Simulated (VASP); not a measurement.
# GaC2 (Pnnm) in VASP: further runs

GaC2 is run at these levels: PBE; tasks: single point, relaxation of cell and atoms.

Everything below comes from runs of VASP 6.6.1. Logs are shortened: lines on timing, memory, paths and dates and some standing lists are left out, and cuts for length are marked.

### Step 1. The cell of the first run

It takes space group Pnnm (No. 58, orthorhombic). Conventional cell: a = 4.005 Å, b = 4.888 Å, c = 3.051 Å, α = 90.00°, β = 90.00°, γ = 90.00°. Ga (site symmetry 2/m) has 6 C at 2.02 to 2.03 Å within 2.7 Å. Within 2.6 Å of C (site symmetry m) lie 1 C at 2.00 Å and 3 Ga at 2.02 to 2.03 Å.

### Step 2. Single point, PBE

INCAR

```
SYSTEM = GaC2
PREC     = Accurate       ! precision mode
ENCUT    = 520            ! plane-wave cutoff, eV
EDIFF    = 1E-6           ! SCF threshold, eV
ISMEAR   = 0              ! smearing method
SIGMA    = 0.1            ! smearing width, eV
LREAL    = .FALSE.        ! projectors in reciprocal space
LASPH    = .TRUE.         ! aspherical terms in the spheres
NELM     = 80             ! most SCF steps
ALGO     = Normal         ! electronic algorithm
ISIF     = 2              ! what is computed and relaxed
LWAVE    = .FALSE.        ! write WAVECAR
LCHARG   = .FALSE.        ! write CHGCAR
GGA      = PE             ! functional
NBANDS   = 30             ! bands
```

KPOINTS

```
Automatic mesh
0
G
  4 4 6
  0 0 0
```

POSCAR

```
GaC2
1.0
    4.0048473711      0.0000000000      0.0000000000
    0.0000000000      4.8878853101      0.0000000000
    0.0000000000      0.0000000000      3.0513466088
Ga C
2 4
Direct
    0.0000000000      0.0000000000      0.0000000000
    0.5000000000      0.5000000000      0.5000000000
    0.2004000000      0.3787000000      0.0000000000
    0.7996000000      0.6213000000      0.0000000000
    0.7004000000      0.1213000000      0.5000000000
    0.2996000000      0.8787000000      0.5000000000
```

Potentials or basis: VASP PAW PBE potentials, release 64 (Ga_d, C).

Run with:

```console
$ cat potpaw_PBE.64/Ga_d/POTCAR potpaw_PBE.64/C/POTCAR > POTCAR
$ mpirun -np 1 vasp_std > vasp.out
```

OUTCAR:

```text
SYSTEM = GaC2
   PREC = Accurate
   ENCUT = 520
   EDIFF = 1E-6
   ISMEAR = 0
   LREAL = .FALSE.
   LASPH = .TRUE.
   NELM = 80
   ISIF = 2
   GGA = PE

 ion  position               nearest neighbor table
   1  0.000  0.000  0.000-   3 2.02   4 2.02   5 2.03   6 2.03   5 2.03   6 2.03
   2  0.500  0.500  0.500-   5 2.02   6 2.02   3 2.03   4 2.03   3 2.03   4 2.03
   3  0.200  0.379  0.000-   4 2.00   1 2.02   2 2.03   2 2.03
   4  0.800  0.621  0.000-   3 2.00   1 2.02   2 2.03   2 2.03
   5  0.700  0.121  0.500-   6 2.00   2 2.02   1 2.03   1 2.03
   6  0.300  0.879  0.500-   5 2.00   2 2.02   1 2.03   1 2.03

  LATTYP: Found a simple orthorhombic cell.
 ALAT       =     3.0513466088
 B/A-ratio  =     1.3124852351
 C/A-ratio  =     1.6018781006

  Lattice vectors:

 A1 = (   0.0000000000,   0.0000000000,   3.0513466088)
 A2 = (   4.0048473711,   0.0000000000,   0.0000000000)
 A3 = (   0.0000000000,   4.8878853101,   0.0000000000)

Analysis of symmetry for initial positions (statically):
=====================================================================
 Subroutine PRICEL returns:
 Original cell was already a primitive cell.

 Routine SETGRP: Setting up the symmetry group for a
 simple orthorhombic supercell.

 Subroutine GETGRP returns: Found  8 space group operations
 (whereof  4 operations were pure point group operations)
 out of a pool of  8 trial point group operations.

The static configuration has the point symmetry C_2h.
 The point group associated with its full space group is D_2h.

Analysis of symmetry for dynamics (positions and initial velocities):
=====================================================================
 Subroutine PRICEL returns:
 Original cell was already a primitive cell.

 Routine SETGRP: Setting up the symmetry group for a
 simple orthorhombic supercell.

 Subroutine GETGRP returns: Found  8 space group operations
 (whereof  4 operations were pure point group operations)
 out of a pool of  8 trial point group operations.

The dynamic configuration has the point symmetry C_2h.
 The point group associated with its full space group is D_2h.

 Subroutine INISYM returns: Found  8 space group operations
 (whereof  4 operations are pure point group operations),
 and found     1 'primitive' translations

----------------------------------------------------------------------------------------

                                     Primitive cell

  volume of cell :      59.7308

  direct lattice vectors                    reciprocal lattice vectors
     4.004847371  0.000000000  0.000000000     0.249697406  0.000000000  0.000000000
     0.000000000  4.887885310  0.000000000     0.000000000  0.204587452  0.000000000
     0.000000000  0.000000000  3.051346609     0.000000000  0.000000000  0.327724159

  length of vectors
     4.004847371  4.887885310  3.051346609     0.249697406  0.204587452  0.327724159

  position of ions in fractional coordinates (direct lattice)
     0.000000000  0.000000000  0.000000000
     0.500000000  0.500000000  0.500000000
     0.200400000  0.378700000  0.000000000
     0.799600000  0.621300000  0.000000000
     0.700400000  0.121300000  0.500000000
     0.299600000  0.878700000  0.500000000

  ion indices of the primitive-cell ions
   primitive index   ion index
                 1           1
                 2           2
                 3           3
                 4           4
                 5           5
                 6           6

----------------------------------------------------------------------------------------

 KPOINTS: Automatic mesh

Automatic generation of k-mesh.
 Grid dimensions read from file:
 generate k-points for:    4    4    6

 Generating k-lattice:

  Cartesian coordinates                     Fractional coordinates (reciprocal lattice)
     0.062424352  0.000000000  0.000000000     0.250000000  0.000000000  0.000000000
     0.000000000  0.051146863  0.000000000     0.000000000  0.250000000  0.000000000
     0.000000000  0.000000000  0.054620693     0.000000000  0.000000000  0.166666667

  Length of vectors
     0.062424352  0.051146863  0.054620693

  Shift w.r.t. Gamma in fractional coordinates (k-lattice)
     0.000000000  0.000000000  0.000000000

 Subroutine IBZKPT returns following result:
 ===========================================

 Found     36 irreducible k-points:

 Following reciprocal coordinates:
            Coordinates               Weight
  0.000000  0.000000  0.000000      1.000000
  0.250000  0.000000  0.000000      2.000000
  0.500000  0.000000  0.000000      1.000000
  0.000000  0.250000  0.000000      2.000000
  0.250000  0.250000  0.000000      4.000000
  0.500000  0.250000  0.000000      2.000000
[... 16 lines left out ...]
  0.250000  0.250000  0.333333      8.000000
  0.500000  0.250000  0.333333      4.000000
 [... further k-points ...]
   k-points           NKPTS =     36   k-points in BZ     NKDIM =     36   number of bands    NBANDS=     30
   number of dos      NEDOS =    301   number of ions     NIONS =      6
   total plane-waves  NPLWV =  25920
   dimension x,y,z NGX =    30 NGY =   36 NGZ =   24
   dimension x,y,z NGXF=    60 NGYF=   72 NGZF=   48
   ions per type =               2   4
   NGX,Y,Z   is equivalent  to a cutoff of  12.45, 12.24, 13.08 a.u.
   NGXF,Y,Z  is equivalent  to a cutoff of  24.91, 24.49, 26.15 a.u.
 SYSTEM =  GaC2
   PREC   = accura    normal or accurate (medium, high low for compatibility)
   ISTART =      0    job   : 0-new  1-cont  2-samecut
   ICHARG =      2    charge: 1-file 2-atom 10-const
   ISPIN  =      1    spin polarized calculation?
   LNONCOLLINEAR =      F non collinear calculations
   LSORBIT =      F    spin-orbit coupling
   LASPH  =      T    aspherical Exc in radial PAW
   ENCUT  =  520.0 eV  38.22 Ry    6.18 a.u.   7.45  9.09  5.67*2*pi/ulx,y,z
   NELM   =     80;   NELMIN=  2; NELMDL= -5     # of ELM steps
   EDIFF  = 0.1E-05   stopping-criterion for ELM
   LREAL  =      F    real-space projection
   EDIFFG = 0.1E-04   stopping-criterion for IOM
   NSW    =      0    number of steps for IOM
   IBRION =     -1    ionic relax: 0-MD 1-quasi-New 2-CG
   NFREE  =      0    steps in history (QN), initial steepest desc. (CG)
   ISIF   =      2    stress and relaxation
   ISYM   =      2    0-nonsym 1-usesym 2-fastsym
   POTIM  = 0.5000    time-step for ionic-motion
   TEBEG  =    0.0;   TEEND  =   0.0 temperature during run
   PSTRESS=    0.0 pullay stress
   NELECT =      42.0000    total number of electrons
   NUPDOWN=      -1.0000    fix difference up-down
   EMIN   =  10.00;   EMAX   =-10.00  energy-range for DOS
   EFERMI =   0.00;   METHOD = LEGACY
   ISMEAR =     0;   SIGMA  =   0.10  broadening in eV -4-tet -1-fermi 0-gaus
   EFERMI_NEDOS =   21; number of points for ismear=-14 and -15
   IALGO  =     38    algorithm
   IMIX   =      4    mixing-type and parameters
     AMIX     =   0.40;   BMIX     =  1.00
     AMIX_MAG =   1.60;   BMIX_MAG =  1.00
  volume/ion in A,a.u.               =       9.96        67.18
  Fermi-wavevector in a.u.,A,eV,Ry     =   1.455767  2.751000 28.834234  2.119256
  Thomas-Fermi vector in A             =   2.572763
   LORBIT       =      0    0 simple, 1 ext, 2 COOP (PROOUT), +10 PAW based schemes
   GGA     = PE    functional components
   LHFCALC =     F    Hartree Fock is set to
   AEXX    =    0.0000 exact exchange contribution
   IVDW    =     0    specifies the selected vdW correction
   LEPSILON=     F    determine dielectric tensor
   LRPA    =     F    only Hartree local field effects (RPA)
 non-spin polarized calculation
 Gauss-broadening in eV      SIGMA  =   0.10
  energy-cutoff  :      520.00
  volume of cell :       59.73
 maximum number of plane-waves:      1632
 NGX is ok and might be reduce to    30
   NGX = 15   NGY = 19   NGZ = 11

 number of electron      42.0000037 magnetization

 Free energy of the ion-electron system (eV)
  ---------------------------------------------------
  ext. energy  EPLUGINS =         0.00000000
  ---------------------------------------------------
  free energy    TOTEN  =       -29.27250174 eV

  energy without entropy =      -29.25372626  energy(sigma->0) =      -29.26311400

 E-fermi :   6.1380     XC(G=0): -12.0992

 val. band max:        6.1094535656   @ k =   0.5000   0.2500   0.3333
 cond. band min:       6.1449739915   @ k =   0.2500   0.2500   0.1667
 fundamental gap:      0.0355204260
 Fermi energy:         6.1380035799

 k-point     1 :       0.0000    0.0000    0.0000
  band No.  band energies     occupation
      1      -9.1962      2.00000
      2      -8.7848      2.00000
      3      -8.3208      2.00000
      4      -8.1664      2.00000
      5      -8.1544      2.00000
      6      -8.1470      2.00000
[... 22 lines left out ...]
     29      15.8816      0.00000
     30      16.7877      0.00000

 k-point     2 :       0.2500    0.0000    0.0000
  band No.  band energies     occupation
      1      -8.7598      2.00000
      2      -8.7091      2.00000
      3      -8.3725      2.00000
      4      -8.1690      2.00000
      5      -8.1584      2.00000
      6      -8.1443      2.00000
[... 22 lines left out ...]
     29      15.8191      0.00000
     30      16.2024      0.00000

 k-point     3 :       0.5000    0.0000    0.0000
  band No.  band energies     occupation
      1      -8.5449      2.00000
      2      -8.5449      2.00000
      3      -8.1818      2.00000
      4      -8.1818      2.00000
      5      -8.1675      2.00000
      6      -8.1675      2.00000
[... 22 lines left out ...]
     29      15.9916      0.00000
     30      15.9916      0.00000

 k-point     4 :       0.0000    0.2500    0.0000
  band No.  band energies     occupation
      1      -8.9121      2.00000
      2      -8.7356      2.00000
      3      -8.3078      2.00000
      4      -8.1608      2.00000
      5      -8.1520      2.00000
      6      -8.1306      2.00000
[... 22 lines left out ...]
     29      16.6220      0.00000
     30      17.0866      0.00000

 k-point     5 :       0.2500    0.2500    0.0000
  band No.  band energies     occupation
      1      -8.7151      2.00000
      2      -8.5620      2.00000
      3      -8.2914      2.00000
      4      -8.1717      2.00000
      5      -8.1588      2.00000
      6      -8.1334      2.00000
[... 22 lines left out ...]
     29      15.6494      0.00000
     30      16.8098      0.00000
[... 526 lines left out ...]
     29      17.9009      0.00000
     30      17.9009      0.00000

 k-point    22 :       0.0000    0.2500    0.3333
  band No.  band energies     occupation
      1      -8.5178      2.00000
      2      -8.4821      2.00000
      3      -8.3609      2.00000
      4      -8.2199      2.00000
      5      -8.0536      2.00000
      6      -8.0453      2.00000
[... 22 lines left out ...]
     29      16.7889      0.00000
     30      17.9362      0.00000

 k-point    23 :       0.2500    0.2500    0.3333
  band No.  band energies     occupation
      1      -8.6193      2.00000
      2      -8.5270      2.00000
      3      -8.3633      2.00000
      4      -8.2106      2.00000
      5      -8.0699      2.00000
      6      -8.0474      2.00000
[... 22 lines left out ...]
     29      16.7135      0.00000
     30      18.0096      0.00000

 k-point    24 :       0.5000    0.2500    0.3333
  band No.  band energies     occupation
      1      -8.6429      2.00000
      2      -8.6429      2.00000
      3      -8.2764      2.00000
      4      -8.2764      2.00000
      5      -8.0622      2.00000
      6      -8.0622      2.00000
[... 22 lines left out ...]
     29      17.6210      0.00000
     30      17.6210      0.00000

 [... further k-points ...]
[... 5 lines left out ...]
  --------------------------------------------------------------------------------------
  -------------------------------------------------------------------------------------
  Total       -1.5632089      3.8460964      9.8845216      0.0000000      0.0000000      0.0000000
  in kB      -41.9304064    103.1649627    265.1354008      0.0000000      0.0000000      0.0000000
  external PRESSURE =     108.7899857 kB  Pullay stress =       0.0000000 kB

 VOLUME and BASIS-vectors are now :
 -----------------------------------------------------------------------------
  energy-cutoff  :      520.00
  volume of cell :       59.73
      direct lattice vectors                 reciprocal lattice vectors
     4.004847371  0.000000000  0.000000000     0.249697406  0.000000000  0.000000000
     0.000000000  4.887885310  0.000000000     0.000000000  0.204587452  0.000000000
     0.000000000  0.000000000  3.051346609     0.000000000  0.000000000  0.327724159

 POSITION                                       TOTAL-FORCE (eV/Angst)
 -----------------------------------------------------------------------------------
      0.00000      0.00000      0.00000         0.000000      0.000000      0.000000
      2.00242      2.44394      1.52567         0.000000      0.000000      0.000000
      0.80257      1.85104      0.00000        -3.408974      2.034179      0.000000
      3.20228      3.03684      0.00000         3.408974     -2.034179     -0.000000
      2.80500      0.59290      1.52567        -3.408974     -2.034179      0.000000
      1.19985      4.29498      1.52567         3.408974      2.034179     -0.000000
 -----------------------------------------------------------------------------------
    total drift:                               -0.000000      0.000000      0.000000

  FREE ENERGIE OF THE ION-ELECTRON SYSTEM (eV)
  ---------------------------------------------------
  free  energy   TOTEN  =       -29.2725017379 eV

  energy  without entropy=      -29.2537262598  energy(sigma->0) =      -29.26311400
```

Wall time 30 s (1 thread of Intel Xeon 6975P-C (Granite Rapids), shared host); peak memory 0.19 GiB.

What came out:

* Free energy: -29.2725 eV
* Pressure: 10.9 GPa
* Largest force: 3.970 eV/Å
* Band gap on the k mesh: zero (band 21 reaches 7.51 eV, above the bottom of band 22 at 4.09 eV)

Forces on the atoms (eV/Å):
```
Ga   0.000  0.000  0.000
Ga   0.000  0.000  0.000
C   -3.409  2.034  0.000
C    3.409 -2.034  0.000
C   -3.409 -2.034  0.000
C    3.409  2.034  0.000
```

Stress tensor (GPa, compression positive):
```
-4.19  0.00  0.00
 0.00 10.32  0.00
 0.00  0.00 26.51
```

Caveat: the k points lie up to 0.39 Å⁻¹ apart; forces of over 1 eV/Å act on the atoms, so gaps and moduli don't describe the material at rest.

### Step 3. Single point, PBE

This run uses another cell than the first one, of 11.23 Å³/atom, 1.128 times its volume.

INCAR

```
PREC = Accurate
ENCUT = 520
EDIFF = 1E-7
ISMEAR = 0
SIGMA = 0.1
LREAL = False
LASPH = True
NELM = 60
ALGO = Normal
ISIF = 2
LWAVE = False
LCHARG = False
GGA = PE
NBANDS = 30
```

KPOINTS

```
Automatic mesh
0
Gamma
  4 4 6
```

POSCAR

```
GaC2
1.0
    4.1156274828      0.0000000000      0.0000000000
    0.0000000000      5.0160053454      0.0000000000
    0.0000000000      0.0000000000      3.2643997550
Ga C
2 4
Direct
    0.0000000000      0.0000000000      0.0000000000
    0.5000000000      0.5000000000      0.5000000000
    0.1110013887      0.4085240352      0.0000000000
    0.8889986113      0.5914759648      0.0000000000
    0.6110013887      0.0914759648      0.5000000000
    0.3889986113      0.9085240352      0.5000000000
```

Potentials or basis: VASP PAW PBE potentials, release 64 (Ga_d, C).

Run with:

```console
$ cat potpaw_PBE.64/Ga_d/POTCAR potpaw_PBE.64/C/POTCAR > POTCAR
$ mpirun -np 1 vasp_std > vasp.out
```

It took 36 s on 1 thread of Intel Xeon 6975P-C (Granite Rapids), shared host; peak memory 0.21 GiB.

The run converged. Its results:

* Free energy: -36.5985 eV
* Pressure: 0.4 GPa
* Largest force: 0.084 eV/Å
* Band gap on the k mesh: zero (band 21 reaches 6.74 eV, above the bottom of band 22 at 4.20 eV)

Forces on the atoms (eV/Å):
```
Ga   0.000  0.000  0.000
Ga   0.000  0.000  0.000
C    0.057 -0.062  0.000
C   -0.057  0.062  0.000
C    0.057  0.062  0.000
C   -0.057 -0.062  0.000
```

Stress tensor (GPa, compression positive):
```
0.44 0.00 0.00
0.00 0.44 0.00
0.00 0.00 0.19
```

Levels at points of the mesh, in eV from the Fermi level:
```csv
k point,band 18,band 19,band 20,band 21,band 22,band 23,band 24,band 25
"(0.00, 0.00, 0.00)",-3.52,-3.37,-1.74,-1.57,4.07,4.26,4.91,5.60
"(0.50, 0.00, 0.00)",-2.09,-1.69,-1.69,0.80,0.80,3.28,3.28,6.36
"(0.00, 0.50, 0.00)",-2.53,-1.88,-1.88,-1.01,-1.01,4.43,4.43,5.77
"(0.50, 0.50, 0.00)",-2.77,-1.92,-1.92,1.53,1.53,2.65,2.65,4.52
"(0.00, 0.00, 0.50)",-3.49,-2.65,-2.65,-0.99,-0.99,0.99,0.99,5.54
"(0.50, 0.00, 0.50)",-5.26,-3.90,-3.90,-0.91,-0.91,3.88,3.88,7.27
"(0.00, 0.50, 0.50)",-3.86,-2.45,-2.45,-0.34,-0.34,0.50,0.50,3.77
"(0.50, 0.50, 0.50)",-5.55,-2.64,-2.64,0.77,0.77,2.76,2.76,5.36
```

Caveat: the k points lie up to 0.38 Å⁻¹ apart.

(Continued in part 2 of 2.)
